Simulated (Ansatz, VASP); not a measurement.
**Cd4S in VASP and in Ansatz**

```
CELL_PARAMETERS angstrom
5.30923 0.00000 0.00000
0.00000 5.30923 0.00000
0.00000 0.00000 6.19266
ATOMIC_POSITIONS crystal
Cd 0.00000 0.50000 0.50000
Cd 0.50000 0.00000 0.50000
Cd 0.00000 0.00000 0.23241
Cd 0.00000 0.00000 0.76759
S 0.50000 0.50000 0.50000
```

Alike in both runs: functional PBE; k mesh 8 × 8 × 6; occupations gaussian, width 0.1 eV; no spin polarisation.

Ansatz relaxed the structure, and its values are those at the end. VASP's run is a single point on that final structure, the one shown.

|  | VASP | Ansatz |
| --- | --- | --- |
| version | VASP 6.6.1 | Ansatz 0.2.0 |
| potentials or method | VASP PAW PBE potentials, release 64 (Cd, S), cutoff 520 eV | scalar-relativistic, plane waves, PAW |
| valence electrons in the cell | 54 | 86 |

|  | VASP | Ansatz | Ansatz less VASP |
| --- | --- | --- | --- |
| gap on the k mesh at the Fermi level (eV) | none | none | - |
| pressure (GPa) | 0.2 | 0.0 | -0.15 |

A gap of «none» marks a metal or a gap that the smearing closes. VASP's potentials hold 54 valence electrons a cell and Ansatz's 86, so a difference there can come from the potentials and not from the codes.
